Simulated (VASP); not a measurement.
# TePb (Fm-3m) in VASP: a series of runs

Aim: see how the results for TePb move with the level of theory and the settings. Levels: PBEsol, r2SCAN, PBE. Tasks: single point.

Everything below comes from runs of VASP 6.6.1. Logs are shortened: lines on timing, memory, paths and dates and some standing lists are left out, and cuts for length are marked.

**1. The cell of the first run**

The structure is cubic, space group Fm-3m (No. 225). Conventional cell: a = 6.536 Å, b = 6.536 Å, c = 6.536 Å, α = 90.00°, β = 90.00°, γ = 90.00°. Within 4.3 Å of Pb (site symmetry m-3m) lie 6 Te at 3.27 Å. Te (site symmetry m-3m) has 6 Pb at 3.27 Å within 4.3 Å.

**2. Single point, PBEsol**

INCAR reads:

```
SYSTEM = TePb
PREC     = Accurate       ! precision mode
ENCUT    = 500            ! plane-wave cutoff, eV
EDIFF    = 1E-6           ! SCF threshold, eV
ISMEAR   = 0              ! smearing method
SIGMA    = 0.01           ! smearing width, eV
LREAL    = .FALSE.        ! projectors in reciprocal space
LASPH    = .TRUE.         ! aspherical terms in the spheres
NELM     = 120            ! most SCF steps
ALGO     = Normal         ! electronic algorithm
ISIF     = 2              ! what is computed and relaxed
LWAVE    = .FALSE.        ! write WAVECAR
LCHARG   = .FALSE.        ! write CHGCAR
GGA      = PS             ! functional
NBANDS   = 17             ! bands
GGA_COMPAT= .FALSE.
```

KPOINTS reads:

```
Automatic mesh
0
G
  6 6 6
  0 0 0
```

POSCAR reads:

```
TePb
1.0
    0.0000000000      3.2678368520      3.2678368520
    3.2678368520      0.0000000000      3.2678368520
    3.2678368520      3.2678368520      0.0000000000
Pb Te
1 1
Direct
    0.0000000000      0.0000000000      0.0000000000
    0.5000000000      0.5000000000      0.5000000000
```

Potentials or basis: VASP PAW PBE potentials, release 64 (Pb_d, Te).

On the command line:

```sh
cat potpaw_PBE.64/Pb_d/POTCAR potpaw_PBE.64/Te/POTCAR > POTCAR
mpirun -np 1 vasp_std > vasp.out
```

OUTCAR:

```text
SYSTEM = TePb
   PREC = Accurate
   ENCUT = 500
   EDIFF = 1E-6
   ISMEAR = 0
   LREAL = .FALSE.
   LASPH = .TRUE.
   NELM = 120
   ISIF = 2
   GGA = PS

 ion  position               nearest neighbor table
   1  0.000  0.000  0.000-   2 3.27   2 3.27   2 3.27   2 3.27   2 3.27   2 3.27
   2  0.500  0.500  0.500-   1 3.27   1 3.27   1 3.27   1 3.27   1 3.27   1 3.27

  LATTYP: Found a face centered cubic cell.
 ALAT       =     6.5356737040

  Lattice vectors:

 A1 = (   0.0000000000,   3.2678368520,   3.2678368520)
 A2 = (   3.2678368520,   0.0000000000,   3.2678368520)
 A3 = (   3.2678368520,   3.2678368520,   0.0000000000)

Analysis of symmetry for initial positions (statically):
=====================================================================
 Subroutine PRICEL returns:
 Original cell was already a primitive cell.

 Routine SETGRP: Setting up the symmetry group for a
 face centered cubic supercell.

 Subroutine GETGRP returns: Found 48 space group operations
 (whereof 48 operations were pure point group operations)
 out of a pool of 48 trial point group operations.

The static configuration has the point symmetry O_h .

Analysis of symmetry for dynamics (positions and initial velocities):
=====================================================================
 Subroutine PRICEL returns:
 Original cell was already a primitive cell.

 Routine SETGRP: Setting up the symmetry group for a
 face centered cubic supercell.

 Subroutine GETGRP returns: Found 48 space group operations
 (whereof 48 operations were pure point group operations)
 out of a pool of 48 trial point group operations.

The dynamic configuration has the point symmetry O_h .

 Subroutine INISYM returns: Found 48 space group operations
 (whereof 48 operations are pure point group operations),
 and found     1 'primitive' translations

----------------------------------------------------------------------------------------

                                     Primitive cell

  volume of cell :      69.7929

  direct lattice vectors                    reciprocal lattice vectors
     0.000000000  3.267836852  3.267836852    -0.153006415  0.153006415  0.153006415
     3.267836852  0.000000000  3.267836852     0.153006415 -0.153006415  0.153006415
     3.267836852  3.267836852  0.000000000     0.153006415  0.153006415 -0.153006415

  length of vectors
     4.621419196  4.621419196  4.621419196     0.265014884  0.265014884  0.265014884

  position of ions in fractional coordinates (direct lattice)
     0.000000000  0.000000000  0.000000000
     0.500000000  0.500000000  0.500000000

  ion indices of the primitive-cell ions
   primitive index   ion index
                 1           1
                 2           2

----------------------------------------------------------------------------------------

 KPOINTS: Automatic mesh

Automatic generation of k-mesh.
 Grid dimensions read from file:
 generate k-points for:    6    6    6

 Generating k-lattice:

  Cartesian coordinates                     Fractional coordinates (reciprocal lattice)
    -0.025501069  0.025501069  0.025501069     0.166666667  0.000000000  0.000000000
     0.025501069 -0.025501069  0.025501069     0.000000000  0.166666667  0.000000000
     0.025501069  0.025501069 -0.025501069     0.000000000  0.000000000  0.166666667

  Length of vectors
     0.044169147  0.044169147  0.044169147

  Shift w.r.t. Gamma in fractional coordinates (k-lattice)
     0.000000000  0.000000000  0.000000000

 Subroutine IBZKPT returns following result:
 ===========================================

 Found     16 irreducible k-points:

 Following reciprocal coordinates:
            Coordinates               Weight
  0.000000  0.000000  0.000000      1.000000
  0.166667  0.000000  0.000000      8.000000
  0.333333  0.000000  0.000000      8.000000
  0.500000  0.000000  0.000000      4.000000
  0.166667  0.166667  0.000000      6.000000
  0.333333  0.166667  0.000000     24.000000
[... 8 lines left out ...]
 -0.333333  0.333333  0.166667     24.000000
 -0.333333  0.500000  0.166667     12.000000
   k-points           NKPTS =     16   k-points in BZ     NKDIM =     16   number of bands    NBANDS=     17
   number of dos      NEDOS =    301   number of ions     NIONS =      2
   total plane-waves  NPLWV =  46656
   dimension x,y,z NGX =    36 NGY =   36 NGZ =   36
   dimension x,y,z NGXF=    72 NGYF=   72 NGZF=   72
   ions per type =               1   1
   NGX,Y,Z   is equivalent  to a cutoff of  12.95, 12.95, 12.95 a.u.
   NGXF,Y,Z  is equivalent  to a cutoff of  25.90, 25.90, 25.90 a.u.
 SYSTEM =  TePb
   PREC   = accura    normal or accurate (medium, high low for compatibility)
   ISTART =      0    job   : 0-new  1-cont  2-samecut
   ICHARG =      2    charge: 1-file 2-atom 10-const
   ISPIN  =      1    spin polarized calculation?
   LNONCOLLINEAR =      F non collinear calculations
   LSORBIT =      F    spin-orbit coupling
   LASPH  =      T    aspherical Exc in radial PAW
   ENCUT  =  500.0 eV  36.75 Ry    6.06 a.u.   8.43  8.43  8.43*2*pi/ulx,y,z
   NELM   =    120;   NELMIN=  2; NELMDL= -5     # of ELM steps
   EDIFF  = 0.1E-05   stopping-criterion for ELM
   LREAL  =      F    real-space projection
   EDIFFG = 0.1E-04   stopping-criterion for IOM
   NSW    =      0    number of steps for IOM
   IBRION =     -1    ionic relax: 0-MD 1-quasi-New 2-CG
   NFREE  =      0    steps in history (QN), initial steepest desc. (CG)
   ISIF   =      2    stress and relaxation
   ISYM   =      2    0-nonsym 1-usesym 2-fastsym
   POTIM  = 0.5000    time-step for ionic-motion
   TEBEG  =    0.0;   TEEND  =   0.0 temperature during run
   PSTRESS=    0.0 pullay stress
   NELECT =      20.0000    total number of electrons
   NUPDOWN=      -1.0000    fix difference up-down
   EMIN   =  10.00;   EMAX   =-10.00  energy-range for DOS
   EFERMI =   0.00;   METHOD = LEGACY
   ISMEAR =     0;   SIGMA  =   0.01  broadening in eV -4-tet -1-fermi 0-gaus
   EFERMI_NEDOS =   21; number of points for ismear=-14 and -15
   IALGO  =     38    algorithm
   IMIX   =      4    mixing-type and parameters
     AMIX     =   0.40;   BMIX     =  1.00
     AMIX_MAG =   1.60;   BMIX_MAG =  1.00
  volume/ion in A,a.u.               =      34.90       235.49
  Fermi-wavevector in a.u.,A,eV,Ry     =   1.079314  2.039608 15.849680  1.164919
  Thomas-Fermi vector in A             =   2.215276
   LORBIT       =      0    0 simple, 1 ext, 2 COOP (PROOUT), +10 PAW based schemes
   GGA     = PS    functional components
   LHFCALC =     F    Hartree Fock is set to
   AEXX    =    0.0000 exact exchange contribution
   IVDW    =     0    specifies the selected vdW correction
   LEPSILON=     F    determine dielectric tensor
   LRPA    =     F    only Hartree local field effects (RPA)
 non-spin polarized calculation
 Gauss-broadening in eV      SIGMA  =   0.01
  energy-cutoff  :      500.00
  volume of cell :       69.79
 maximum number of plane-waves:      1807
 NGX is ok and might be reduce to    36
   NGX = 17   NGY = 17   NGZ = 17

 number of electron      20.0000002 magnetization

 Free energy of the ion-electron system (eV)
  ---------------------------------------------------
  ext. energy  EPLUGINS =         0.00000000
  ---------------------------------------------------
  free energy    TOTEN  =        -8.24387293 eV

  energy without entropy =       -8.24387293  energy(sigma->0) =       -8.24387293

 E-fermi :   5.1029     XC(G=0):  -9.3198

 val. band max:        5.0211950409   @ k =   0.5000   0.0000   0.0000
 cond. band min:       5.7582883024   @ k =   0.5000   0.0000   0.0000
 fundamental gap:      0.7370932615
 Fermi energy:         5.1029318566

 k-point     1 :       0.0000    0.0000    0.0000
  band No.  band energies     occupation
      1     -11.5480      2.00000
      2     -11.5480      2.00000
      3     -11.5397      2.00000
      4     -11.5397      2.00000
      5     -11.5397      2.00000
      6      -6.7284      2.00000
[... 9 lines left out ...]
     16      10.8621      0.00000
     17      12.3664      0.00000

 k-point     2 :       0.1667    0.0000    0.0000
  band No.  band energies     occupation
      1     -11.5507      2.00000
      2     -11.5507      2.00000
      3     -11.5390      2.00000
      4     -11.5362      2.00000
      5     -11.5362      2.00000
      6      -6.5030      2.00000
[... 9 lines left out ...]
     16      11.3582      0.00000
     17      13.8514      0.00000

 k-point     3 :       0.3333    0.0000    0.0000
  band No.  band energies     occupation
      1     -11.5573      2.00000
      2     -11.5573      2.00000
      3     -11.5378      2.00000
      4     -11.5283      2.00000
      5     -11.5283      2.00000
      6      -5.8911      2.00000
[... 9 lines left out ...]
     16      12.6944      0.00000
     17      15.7635      0.00000

 k-point     4 :       0.5000    0.0000    0.0000
  band No.  band energies     occupation
      1     -11.5607      2.00000
      2     -11.5607      2.00000
      3     -11.5373      2.00000
      4     -11.5242      2.00000
      5     -11.5242      2.00000
      6      -5.3765      2.00000
[... 9 lines left out ...]
     16      14.2769      0.00000
     17      14.2769      0.00000

 k-point     5 :       0.1667    0.1667    0.0000
  band No.  band energies     occupation
      1     -11.5577      2.00000
      2     -11.5455      2.00000
      3     -11.5418      2.00000
      4     -11.5342      2.00000
      5     -11.5342      2.00000
      6      -6.4293      2.00000
[... 9 lines left out ...]
     16      12.1586      0.00000
     17      12.8966      0.00000

 k-point     6 :       0.3333    0.1667    0.0000
  band No.  band energies     occupation
      1     -11.5670      2.00000
      2     -11.5481      2.00000
      3     -11.5411      2.00000
      4     -11.5292      2.00000
      5     -11.5268      2.00000
      6      -5.9507      2.00000
[... 9 lines left out ...]
     16      13.4737      0.00000
     17      14.5587      0.00000

 k-point     7 :       0.5000    0.1667    0.0000
  band No.  band energies     occupation
      1     -11.5698      2.00000
      2     -11.5546      2.00000
      3     -11.5365      2.00000
      4     -11.5270      2.00000
      5     -11.5227      2.00000
      6      -5.3388      2.00000
[... 9 lines left out ...]
     16      14.4381      0.00000
     17      14.8608      0.00000

 k-point     8 :      -0.3333    0.1667    0.0000
  band No.  band energies     occupation
      1     -11.5634      2.00000
      2     -11.5579      2.00000
      3     -11.5350      2.00000
      4     -11.5272      2.00000
      5     -11.5268      2.00000
      6      -5.5087      2.00000
[... 9 lines left out ...]
     16      13.7450      0.00000
     17      15.1666      0.00000
[... 43 lines left out ...]
      1     -11.5902      2.00000
      2     -11.5440      2.00000
      3     -11.5431      2.00000
      4     -11.5209      2.00000
      5     -11.5191      2.00000
      6      -5.2300      2.00000
[... 9 lines left out ...]
     16      15.0555      0.00000
     17      15.8168      0.00000

 k-point    12 :      -0.3333    0.3333    0.0000
  band No.  band energies     occupation
      1     -11.5793      2.00000
      2     -11.5509      2.00000
      3     -11.5355      2.00000
      4     -11.5266      2.00000
      5     -11.5220      2.00000
      6      -5.1104      2.00000
[... 9 lines left out ...]
     16      13.4076      0.00000
     17      15.2505      0.00000

 k-point    13 :       0.5000    0.5000    0.0000
  band No.  band energies     occupation
      1     -11.6010      2.00000
      2     -11.5483      2.00000
      3     -11.5380      2.00000
      4     -11.5165      2.00000
      5     -11.5165      2.00000
      6      -5.1584      2.00000
[... 9 lines left out ...]
     16      15.6846      0.00000
     17      15.9276      0.00000

 k-point    14 :       0.5000    0.3333    0.1667
  band No.  band energies     occupation
      1     -11.5762      2.00000
      2     -11.5493      2.00000
      3     -11.5394      2.00000
      4     -11.5259      2.00000
      5     -11.5229      2.00000
      6      -5.4574      2.00000
[... 9 lines left out ...]
     16      14.0601      0.00000
     17      14.5024      0.00000

 k-point    15 :      -0.3333    0.3333    0.1667
  band No.  band energies     occupation
      1     -11.5789      2.00000
      2     -11.5517      2.00000
      3     -11.5332      2.00000
      4     -11.5311      2.00000
      5     -11.5196      2.00000
      6      -5.1098      2.00000
[... 9 lines left out ...]
     16      15.2552      0.00000
     17      15.3710      0.00000

 k-point    16 :      -0.3333    0.5000    0.1667
  band No.  band energies     occupation
      1     -11.5900      2.00000
      2     -11.5455      2.00000
      3     -11.5408      2.00000
      4     -11.5249      2.00000
      5     -11.5165      2.00000
      6      -5.0520      2.00000
[... 9 lines left out ...]
     16      15.6074      0.00000
     17      16.4140      0.00000

------------------------ aborting loop because EDIFF is reached ----------------------------------------

  FORCE on cell =-STRESS in cart. coord.  units (eV):
  Direction    XX          YY          ZZ          XY          YZ          ZX
  --------------------------------------------------------------------------------------
  -------------------------------------------------------------------------------------
  Total       -0.7759124     -0.7759124     -0.7759124      0.0000000     -0.0000000      0.0000000
  in kB      -17.8119804    -17.8119804    -17.8119804      0.0000000     -0.0000000      0.0000000
  external PRESSURE =     -17.8119804 kB  Pullay stress =       0.0000000 kB

 VOLUME and BASIS-vectors are now :
 -----------------------------------------------------------------------------
  energy-cutoff  :      500.00
  volume of cell :       69.79
      direct lattice vectors                 reciprocal lattice vectors
     0.000000000  3.267836852  3.267836852    -0.153006415  0.153006415  0.153006415
     3.267836852  0.000000000  3.267836852     0.153006415 -0.153006415  0.153006415
     3.267836852  3.267836852  0.000000000     0.153006415  0.153006415 -0.153006415

 POSITION                                       TOTAL-FORCE (eV/Angst)
 -----------------------------------------------------------------------------------
      0.00000      0.00000      0.00000        -0.000000      0.000000     -0.000000
      3.26784      3.26784      3.26784         0.000000     -0.000000      0.000000
 -----------------------------------------------------------------------------------
    total drift:                               -0.000000      0.000000      0.000000

  FREE ENERGIE OF THE ION-ELECTRON SYSTEM (eV)
  ---------------------------------------------------
  free  energy   TOTEN  =        -8.2438729306 eV

  energy  without entropy=       -8.2438729306  energy(sigma->0) =       -8.24387293
```

Run time: 17 s. Hardware: 1 thread of Intel Xeon Platinum 8259CL at 2.50GHz (Skylake/Cascade Lake), shared host; peak memory 0.2 GiB.

Results:

| Property | Result |
| --- | --- |
| Free energy | -8.2439 eV |
| Pressure | -1.8 GPa |
| Band gap on the k mesh | 0.74 eV |

Levels at points of the mesh, in eV from the valence-band top:
```
           k point  band 7  band 8  band 9  band 10  band 11  band 12  band 13  band 14
(0.00, 0.00, 0.00)   -5.69   -1.20   -1.20    -1.20     4.03     4.03     4.03     5.84
(0.50, 0.00, 0.00)   -8.42   -0.76   -0.76     0.00     0.74     1.33     1.33     8.25
(0.50, 0.50, 0.00)   -7.25   -4.25   -2.60    -2.60     3.36     5.35     5.35     6.50
```

Caveat: the structure was generated, so it needn't be the stable form of TePb; the PAW data sets were made with another functional, which shifts forces and pressure a little; spin-orbit coupling is left out, which moves the levels of the heavy elements. A k mesh can miss the band edges.

[end of part 1 of 2]
